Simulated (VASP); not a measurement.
Input of a VASP 6.6.1 run:

File INCAR:

```
PREC = Accurate
ENCUT = 520
EDIFF = 1E-6
ISMEAR = -1
SIGMA = 0.02
LREAL = False
LASPH = True
NELM = 100
ALGO = Normal
ISIF = 2
LWAVE = False
LCHARG = False
GGA = PE
NBANDS = 29
```

File KPOINTS:

```
regular mesh
0
Gamma
  6 6 6
```

The input POSCAR:

```
NaPbF3
1.0
    4.7673900031      0.0000000000      0.0000000000
    0.0000000000      4.7673900031      0.0000000000
    0.0000000000      0.0000000000      4.7673900031
Na Pb F
1 1 3
Direct
    0.0000000000      0.0000000000      0.0000000000
    0.5000000000      0.5000000000      0.5000000000
    0.5000000000      0.5000000000      0.0000000000
    0.5000000000      0.0000000000      0.5000000000
    0.0000000000      0.5000000000      0.5000000000
```

Potentials or basis: VASP PAW PBE potentials, release 64 (Na_pv, Pb_d, F).

The run is started by

```bash
$ cat potpaw_PBE.64/Na_pv/POTCAR potpaw_PBE.64/Pb_d/POTCAR potpaw_PBE.64/F/POTCAR > POTCAR
$ mpirun -np 1 vasp_std > vasp.out
```

Task: Estimate the band gap on the k mesh.

Result: 1.84 eV, indirect (least direct gap 3.24 eV).

Task: Estimate the pressure.

Result: 1.2 GPa.

Caveat: spin-orbit coupling is left out, which moves the levels of the heavy elements. As with any semilocal functional, this PBE gap is likely too small.
